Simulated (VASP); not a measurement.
# PbS (rocksalt type) (Fm-3m) in VASP: notebook

The runs below take PbS (rocksalt type) through single point, with r2SCAN.

Everything below comes from runs of VASP 6.6.1. Logs are shortened: lines on timing, memory, paths and dates and some standing lists are left out, and cuts for length are marked.

### Step 1. The cell of the first run

Symmetry: Fm-3m, No. 225, cubic system. Conventional cell: a = 4.895 Å, b = 4.895 Å, c = 4.895 Å, α = 90.00°, β = 90.00°, γ = 90.00°. Within 3.2 Å of Pb (site symmetry m-3m) lie 6 S at 2.45 Å. S (site symmetry m-3m) has 6 Pb at 2.45 Å within 3.2 Å.

### Step 2. Single point, r2SCAN (14.66 Å³/atom)

POSCAR

```
PbS
1.0
    0.0000000000      2.4473597533      2.4473597533
    2.4473597533      0.0000000000      2.4473597533
    2.4473597533      2.4473597533      0.0000000000
Pb S
1 1
Direct
    0.0000000000      0.0000000000      0.0000000000
    0.5000000000      0.5000000000      0.5000000000
```

INCAR.step1

```
PREC = Accurate ; ENCUT = 520
ISMEAR = -1 ; SIGMA = 0.05
LREAL = False ; LASPH = True
NELM = 100 ; NBANDS = 17
GGA = PE ; ALGO = Normal
EDIFF = 1E-4 ; LWAVE = True
LCHARG = False
```

INCAR.step2

```
PREC = Accurate ; ENCUT = 520
EDIFF = 1E-6 ; ISMEAR = -1
SIGMA = 0.05 ; LREAL = False
LASPH = True ; NELM = 100
ALGO = Normal ; ISIF = 2
LWAVE = False ; LCHARG = False
METAGGA = R2SCAN ; LMIXTAU = True
NBANDS = 17 ; ISTART = 1
```

KPOINTS

```
Automatic mesh
0
Gamma
  12 12 12
```

Potentials or basis: VASP PAW PBE potentials, release 64 (Pb_d, S).

On the command line:

```console
$ cat potpaw_PBE.64/Pb_d/POTCAR potpaw_PBE.64/S/POTCAR > POTCAR
$ cp INCAR.step1 INCAR
$ mpirun -np 1 vasp_std > vasp.out
$ cp INCAR.step2 INCAR
$ mpirun -np 1 vasp_std > vasp.out
```

OUTCAR:

```text
PREC = Accurate
   ENCUT = 520
   EDIFF = 1E-6
   ISMEAR = -1
   LREAL = False
   LASPH = True
   NELM = 100
   ISIF = 2
   METAGGA = R2SCAN
   ISTART = 1

 ion  position               nearest neighbor table
   1  0.000  0.000  0.000-   2 2.45   2 2.45   2 2.45   2 2.45   2 2.45   2 2.45
   2  0.500  0.500  0.500-   1 2.45   1 2.45   1 2.45   1 2.45   1 2.45   1 2.45

  LATTYP: Found a face centered cubic cell.
 ALAT       =     4.8947195066

  Lattice vectors:

 A1 = (   0.0000000000,   2.4473597533,   2.4473597533)
 A2 = (   2.4473597533,   0.0000000000,   2.4473597533)
 A3 = (   2.4473597533,   2.4473597533,   0.0000000000)

Analysis of symmetry for initial positions (statically):
=====================================================================
 Subroutine PRICEL returns:
 Original cell was already a primitive cell.

 Routine SETGRP: Setting up the symmetry group for a
 face centered cubic supercell.

 Subroutine GETGRP returns: Found 48 space group operations
 (whereof 48 operations were pure point group operations)
 out of a pool of 48 trial point group operations.

The static configuration has the point symmetry O_h .

Analysis of symmetry for dynamics (positions and initial velocities):
=====================================================================
 Subroutine PRICEL returns:
 Original cell was already a primitive cell.

 Routine SETGRP: Setting up the symmetry group for a
 face centered cubic supercell.

 Subroutine GETGRP returns: Found 48 space group operations
 (whereof 48 operations were pure point group operations)
 out of a pool of 48 trial point group operations.

The dynamic configuration has the point symmetry O_h .

 Subroutine INISYM returns: Found 48 space group operations
 (whereof 48 operations are pure point group operations),
 and found     1 'primitive' translations

----------------------------------------------------------------------------------------

                                     Primitive cell

  volume of cell :      29.3173

  direct lattice vectors                    reciprocal lattice vectors
     0.000000000  2.447359753  2.447359753    -0.204301799  0.204301799  0.204301799
     2.447359753  0.000000000  2.447359753     0.204301799 -0.204301799  0.204301799
     2.447359753  2.447359753  0.000000000     0.204301799  0.204301799 -0.204301799

  length of vectors
     3.461089355  3.461089355  3.461089355     0.353861096  0.353861096  0.353861096

  position of ions in fractional coordinates (direct lattice)
     0.000000000  0.000000000  0.000000000
     0.500000000  0.500000000  0.500000000

  ion indices of the primitive-cell ions
   primitive index   ion index
                 1           1
                 2           2

----------------------------------------------------------------------------------------

 KPOINTS: Automatic mesh

Automatic generation of k-mesh.
 Grid dimensions read from file:
 generate k-points for:   12   12   12

 Generating k-lattice:

  Cartesian coordinates                     Fractional coordinates (reciprocal lattice)
    -0.017025150  0.017025150  0.017025150     0.083333333  0.000000000  0.000000000
     0.017025150 -0.017025150  0.017025150     0.000000000  0.083333333  0.000000000
     0.017025150  0.017025150 -0.017025150     0.000000000  0.000000000  0.083333333

  Length of vectors
     0.029488425  0.029488425  0.029488425

  Shift w.r.t. Gamma in fractional coordinates (k-lattice)
     0.000000000  0.000000000  0.000000000

 Subroutine IBZKPT returns following result:
 ===========================================

 Found     72 irreducible k-points:

 Following reciprocal coordinates:
            Coordinates               Weight
  0.000000  0.000000  0.000000      1.000000
  0.083333  0.000000  0.000000      8.000000
  0.166667  0.000000  0.000000      8.000000
  0.250000  0.000000  0.000000      8.000000
  0.333333  0.000000  0.000000      8.000000
  0.416667  0.000000  0.000000      8.000000
[... 16 lines left out ...]
  0.500000  0.166667  0.000000     24.000000
 -0.416667  0.166667  0.000000     24.000000
 [... further k-points ...]
   k-points           NKPTS =     72   k-points in BZ     NKDIM =     72   number of bands    NBANDS=     17
   number of dos      NEDOS =    301   number of ions     NIONS =      2
   total plane-waves  NPLWV =  21952
   dimension x,y,z NGX =    28 NGY =   28 NGZ =   28
   dimension x,y,z NGXF=    56 NGYF=   56 NGZF=   56
   ions per type =               1   1
   NGX,Y,Z   is equivalent  to a cutoff of  13.45, 13.45, 13.45 a.u.
   NGXF,Y,Z  is equivalent  to a cutoff of  26.90, 26.90, 26.90 a.u.
 SYSTEM =  unknown system
   PREC   = accura    normal or accurate (medium, high low for compatibility)
   ISTART =      1    job   : 0-new  1-cont  2-samecut
   ICHARG =      0    charge: 1-file 2-atom 10-const
   ISPIN  =      1    spin polarized calculation?
   LNONCOLLINEAR =      F non collinear calculations
   LSORBIT =      F    spin-orbit coupling
   LASPH  =      T    aspherical Exc in radial PAW
   ENCUT  =  520.0 eV  38.22 Ry    6.18 a.u.   6.44  6.44  6.44*2*pi/ulx,y,z
   NELM   =    100;   NELMIN=  2; NELMDL=  0     # of ELM steps
   EDIFF  = 0.1E-05   stopping-criterion for ELM
   LREAL  =      F    real-space projection
   EDIFFG = 0.1E-04   stopping-criterion for IOM
   NSW    =      0    number of steps for IOM
   IBRION =     -1    ionic relax: 0-MD 1-quasi-New 2-CG
   NFREE  =      0    steps in history (QN), initial steepest desc. (CG)
   ISIF   =      2    stress and relaxation
   ISYM   =      2    0-nonsym 1-usesym 2-fastsym
   POTIM  = 0.5000    time-step for ionic-motion
   TEBEG  =    0.0;   TEEND  =   0.0 temperature during run
   PSTRESS=    0.0 pullay stress
   NELECT =      20.0000    total number of electrons
   NUPDOWN=      -1.0000    fix difference up-down
   EMIN   =  10.00;   EMAX   =-10.00  energy-range for DOS
   EFERMI =   0.00;   METHOD = LEGACY
   ISMEAR =    -1;   SIGMA  =   0.05  broadening in eV -4-tet -1-fermi 0-gaus
   EFERMI_NEDOS =   21; number of points for ismear=-14 and -15
   IALGO  =     38    algorithm
   IMIX   =      4    mixing-type and parameters
     AMIX     =   0.40;   BMIX     =  1.00
     AMIX_MAG =   1.60;   BMIX_MAG =  1.00
  volume/ion in A,a.u.               =      14.66        98.92
  Fermi-wavevector in a.u.,A,eV,Ry     =   1.441154  2.723386 28.258273  2.076924
  Thomas-Fermi vector in A             =   2.559818
   LORBIT       =      0    0 simple, 1 ext, 2 COOP (PROOUT), +10 PAW based schemes
   METAGGA = R2SCAN    functional components
   LHFCALC =     F    Hartree Fock is set to
   AEXX    =    0.0000 exact exchange contribution
   IVDW    =     0    specifies the selected vdW correction
   LEPSILON=     F    determine dielectric tensor
   LRPA    =     F    only Hartree local field effects (RPA)
 non-spin polarized calculation
  energy-cutoff  :      520.00
  volume of cell :       29.32
 maximum number of plane-waves:       817
 NGX is ok and might be reduce to    28
   NGX = 13   NGY = 13   NGZ = 13

 number of electron      19.9999997 magnetization

 Free energy of the ion-electron system (eV)
  ---------------------------------------------------
  ext. energy  EPLUGINS =         0.00000000
  ---------------------------------------------------
  free energy    TOTEN  =       -60.31531202 eV

  energy without entropy =      -60.31108149  energy(sigma->0) =      -60.31319675

 E-fermi :  15.3361     XC(G=0): -13.5684

 val. band max:       15.2616405517   @ k =  -0.4167   0.1667   0.0833
 cond. band min:      15.3440199278   @ k =   0.4167   0.0833   0.0000
 fundamental gap:      0.0823793761
 Fermi energy:        15.3360552244

 k-point     1 :       0.0000    0.0000    0.0000
  band No.  band energies     occupation
      1      -5.8315      2.00000
      2      -4.0814      2.00000
      3      -4.0814      2.00000
      4      -4.0462      2.00000
      5      -4.0462      2.00000
      6      -4.0462      2.00000
[... 9 lines left out ...]
     16      23.4186      0.00000
     17      23.4186      0.00000

 k-point     2 :       0.0833    0.0000    0.0000
  band No.  band energies     occupation
      1      -5.7033      2.00000
      2      -4.1014      2.00000
      3      -4.1014      2.00000
      4      -4.0502      2.00000
      5      -4.0268      2.00000
      6      -4.0268      2.00000
[... 9 lines left out ...]
     16      22.7074      0.00000
     17      24.1234      0.00000

 k-point     3 :       0.1667    0.0000    0.0000
  band No.  band energies     occupation
      1      -5.3292      2.00000
      2      -4.1631      2.00000
      3      -4.1631      2.00000
      4      -4.0553      2.00000
      5      -3.9652      2.00000
      6      -3.9652      2.00000
[... 9 lines left out ...]
     16      22.5331      0.00000
     17      26.1469      0.00000

 k-point     4 :       0.2500    0.0000    0.0000
  band No.  band energies     occupation
      1      -4.7648      2.00000
      2      -4.2472      2.00000
      3      -4.2472      2.00000
      4      -4.0222      2.00000
      5      -3.8780      2.00000
      6      -3.8780      2.00000
[... 9 lines left out ...]
     16      22.8211      0.00000
     17      28.6176      0.00000
[... 343 lines left out ...]
      1      -5.0317      2.00000
      2      -4.2099      2.00000
      3      -4.1424      2.00000
      4      -3.8970      2.00000
      5      -3.7019      2.00000
      6      -2.4204      2.00000
[... 9 lines left out ...]
     16      26.3360      0.00000
     17      29.9718      0.00000

 k-point    23 :       0.5000    0.1667    0.0000
  band No.  band energies     occupation
      1      -4.9646      2.00000
      2      -4.2819      2.00000
      3      -4.1477      2.00000
      4      -3.8618      2.00000
      5      -3.6793      2.00000
      6      -1.6532      2.00000
[... 9 lines left out ...]
     16      27.6259      0.00000
     17      28.5098      0.00000

 k-point    24 :      -0.4167    0.1667    0.0000
  band No.  band energies     occupation
      1      -4.8842      2.00000
      2      -4.3288      2.00000
      3      -4.1464      2.00000
      4      -3.8557      2.00000
      5      -3.7055      2.00000
      6      -1.5359      2.00000
[... 9 lines left out ...]
     16      27.0270      0.00000
     17      29.2756      0.00000

 [... further k-points ...]

------------------------ aborting loop because EDIFF is reached ----------------------------------------

  FORCE on cell =-STRESS in cart. coord.  units (eV):
  Direction    XX          YY          ZZ          XY          YZ          ZX
  --------------------------------------------------------------------------------------
  -------------------------------------------------------------------------------------
  Total       21.3123380     21.3123380     21.3123380      0.0000000      0.0000000      0.0000000
  in kB     1164.7111695   1164.7111695   1164.7111695      0.0000000      0.0000000      0.0000000
  external PRESSURE =    1164.7111695 kB  Pullay stress =       0.0000000 kB

 VOLUME and BASIS-vectors are now :
 -----------------------------------------------------------------------------
  energy-cutoff  :      520.00
  volume of cell :       29.32
      direct lattice vectors                 reciprocal lattice vectors
     0.000000000  2.447359753  2.447359753    -0.204301799  0.204301799  0.204301799
     2.447359753  0.000000000  2.447359753     0.204301799 -0.204301799  0.204301799
     2.447359753  2.447359753  0.000000000     0.204301799  0.204301799 -0.204301799

 POSITION                                       TOTAL-FORCE (eV/Angst)
 -----------------------------------------------------------------------------------
      0.00000      0.00000      0.00000         0.000000      0.000000      0.000000
      2.44736      2.44736      2.44736         0.000000      0.000000     -0.000000
 -----------------------------------------------------------------------------------
    total drift:                               -0.000000      0.000000      0.000000

  FREE ENERGIE OF THE ION-ELECTRON SYSTEM (eV)
  ---------------------------------------------------
  free  energy   TOTEN  =       -60.3153120156 eV

  energy  without entropy=      -60.3110814885  energy(sigma->0) =      -60.31319675
```

Run time: 3.9 min. Hardware: 1 thread of Intel Xeon 8259CL, shared host; peak memory 0.19 GiB.

What came out:

```yaml
Free_energy: -60.3153 eV
Pressure: 116.5 GPa
Band_gap_on_the_k_mesh: zero (bands 10 and 11 overlap by 0.85 eV)
```

Caveat: the cell stands under pressure; the PAW data sets were made with another functional, which shifts forces and pressure a little; spin-orbit coupling is left out, which moves the levels of the heavy elements.

### Step 3. Single point, r2SCAN (14.66 Å³/atom)

POSCAR is that of step 2.

INCAR.step1

```
SYSTEM = PbS
PREC = Accurate
ENCUT = 520
ISMEAR = -1
SIGMA = 0.05
LREAL = .FALSE.
LASPH = .TRUE.
NELM = 100
NBANDS = 17
GGA = PE
ALGO = Normal
EDIFF = 1E-4
LWAVE = .TRUE.
LCHARG = .FALSE.
```

INCAR.step2

```
SYSTEM = PbS
PREC = Accurate
ENCUT = 520
EDIFF = 1E-6
ISMEAR = -1
SIGMA = 0.05
LREAL = .FALSE.
LASPH = .TRUE.
NELM = 100
ALGO = Normal
ISIF = 2
LWAVE = .FALSE.
LCHARG = .FALSE.
METAGGA = R2SCAN
LMIXTAU = .TRUE.
NBANDS = 17
ISTART = 1
```

KPOINTS

```
regular mesh
0
G
  12 12 12
  0 0 0
```

Potentials or basis: VASP PAW PBE potentials, release 64 (Pb_d, S).

On the command line:

```console
$ cat potpaw_PBE.64/Pb_d/POTCAR potpaw_PBE.64/S/POTCAR > POTCAR
$ cp INCAR.step1 INCAR
$ mpirun -np 1 vasp_std > vasp.out
$ cp INCAR.step2 INCAR
$ mpirun -np 1 vasp_std > vasp.out
```

OUTCAR:

```text
SYSTEM = PbS
   PREC = Accurate
   ENCUT = 520
   EDIFF = 1E-6
   ISMEAR = -1
   LREAL = .FALSE.
   LASPH = .TRUE.
   NELM = 100
   ISIF = 2
   METAGGA = R2SCAN
   ISTART = 1

 ion  position               nearest neighbor table
   1  0.000  0.000  0.000-   2 2.45   2 2.45   2 2.45   2 2.45   2 2.45   2 2.45
   2  0.500  0.500  0.500-   1 2.45   1 2.45   1 2.45   1 2.45   1 2.45   1 2.45

  LATTYP: Found a face centered cubic cell.
 ALAT       =     4.8947195066

  Lattice vectors:

 A1 = (   0.0000000000,   2.4473597533,   2.4473597533)
 A2 = (   2.4473597533,   0.0000000000,   2.4473597533)
 A3 = (   2.4473597533,   2.4473597533,   0.0000000000)

Analysis of symmetry for initial positions (statically):
=====================================================================
 Subroutine PRICEL returns:
 Original cell was already a primitive cell.

 Routine SETGRP: Setting up the symmetry group for a
 face centered cubic supercell.

 Subroutine GETGRP returns: Found 48 space group operations
 (whereof 48 operations were pure point group operations)
[... 161 lines left out ...]

  energy without entropy =      -60.31108149  energy(sigma->0) =      -60.31319675

 E-fermi :  15.3361     XC(G=0): -13.5684

 val. band max:       15.2616405517   @ k =  -0.4167   0.1667   0.0833
 cond. band min:      15.3440199278   @ k =   0.4167   0.0833   0.0000
 fundamental gap:      0.0823793761
 Fermi energy:        15.3360552244

 k-point     1 :       0.0000    0.0000    0.0000
  band No.  band energies     occupation
      1      -5.8315      2.00000
      2      -4.0814      2.00000
      3      -4.0814      2.00000
      4      -4.0462      2.00000
      5      -4.0462      2.00000
      6      -4.0462      2.00000
[... 457 lines left out ...]
      4      -3.8557      2.00000
      5      -3.7055      2.00000
      6      -1.5359      2.00000
[... 9 lines left out ...]
     16      27.0270      0.00000
     17      29.2756      0.00000

 [... further k-points ...]

------------------------ aborting loop because EDIFF is reached ----------------------------------------

  FORCE on cell =-STRESS in cart. coord.  units (eV):
  Direction    XX          YY          ZZ          XY          YZ          ZX
  --------------------------------------------------------------------------------------
  -------------------------------------------------------------------------------------
  Total       21.3123380     21.3123380     21.3123380      0.0000000      0.0000000      0.0000000
  in kB     1164.7111695   1164.7111695   1164.7111695      0.0000000      0.0000000      0.0000000
  external PRESSURE =    1164.7111695 kB  Pullay stress =       0.0000000 kB

 VOLUME and BASIS-vectors are now :
 -----------------------------------------------------------------------------
  energy-cutoff  :      520.00
  volume of cell :       29.32
      direct lattice vectors                 reciprocal lattice vectors
     0.000000000  2.447359753  2.447359753    -0.204301799  0.204301799  0.204301799
     2.447359753  0.000000000  2.447359753     0.204301799 -0.204301799  0.204301799
     2.447359753  2.447359753  0.000000000     0.204301799  0.204301799 -0.204301799

 POSITION                                       TOTAL-FORCE (eV/Angst)
 -----------------------------------------------------------------------------------
      0.00000      0.00000      0.00000         0.000000      0.000000      0.000000
      2.44736      2.44736      2.44736         0.000000      0.000000     -0.000000
 -----------------------------------------------------------------------------------
    total drift:                               -0.000000      0.000000      0.000000

  FREE ENERGIE OF THE ION-ELECTRON SYSTEM (eV)
  ---------------------------------------------------
  free  energy   TOTEN  =       -60.3153120156 eV

  energy  without entropy=      -60.3110814885  energy(sigma->0) =      -60.31319675
```

OUTCAR.step1:

```text
SYSTEM = PbS
   PREC = Accurate
   ENCUT = 520
   ISMEAR = -1
   LREAL = .FALSE.
   LASPH = .TRUE.
[... 701 lines left out ...]
      0.00000      0.00000      0.00000        -0.000000     -0.000000      0.000000
      2.44736      2.44736      2.44736         0.000000      0.000000      0.000000
 -----------------------------------------------------------------------------------
    total drift:                               -0.000000      0.000000      0.000000

  FREE ENERGIE OF THE ION-ELECTRON SYSTEM (eV)
  ---------------------------------------------------
  free  energy   TOTEN  =        -3.4655827386 eV

  energy  without entropy=       -3.4604759008  energy(sigma->0) =       -3.46302932
```

OSZICAR.step1:

```text
N       E                     dE             d eps       ncg     rms          rms(c)
DAV:   1     0.160881607836E+03    0.16088E+03   -0.10263E+04  2560   0.148E+03
DAV:   2     0.566341779948E+01   -0.15522E+03   -0.14933E+03  2732   0.349E+02
DAV:   3    -0.364554828776E+01   -0.93090E+01   -0.92337E+01  3115   0.901E+01
DAV:   4    -0.383392861935E+01   -0.18838E+00   -0.18696E+00  3122   0.121E+01
DAV:   5    -0.383918042773E+01   -0.52518E-02   -0.52510E-02  3590   0.205E+00    0.199E+01
DAV:   6    -0.351159702381E+01    0.32758E+00   -0.46804E-01  3733   0.104E+01    0.119E+01
DAV:   7    -0.347154350826E+01    0.40054E-01   -0.24505E-01  3795   0.476E+00    0.147E+00
DAV:   8    -0.346547462619E+01    0.60689E-02   -0.37695E-02  3543   0.279E+00    0.109E+00
DAV:   9    -0.346567563949E+01   -0.20101E-03   -0.24977E-03  2907   0.434E-01    0.399E-01
DAV:  10    -0.346558273859E+01    0.92901E-04   -0.18224E-04  1981   0.293E-01
   1 F= -.34655827E+01 E0= -.34630293E+01  d E =-.510684E-02
```

It took 3.1 min on 1 thread of Intel Xeon 8259CL, shared host; peak memory 0.19 GiB.

Results:

| Quantity | Value |
| --- | --- |
| Free energy | -60.3153 eV |
| Pressure | 116.5 GPa |
| Band gap on the k mesh | zero (bands 10 and 11 overlap by 0.85 eV) |

Caveat: the cell stands under pressure; the PAW data sets were made with another functional, which shifts forces and pressure a little; spin-orbit coupling is left out, which moves the levels of the heavy elements.

[end of part 1 of 2]

The gap in the log of VASP goes by the Fermi energy; the results here count the filled bands.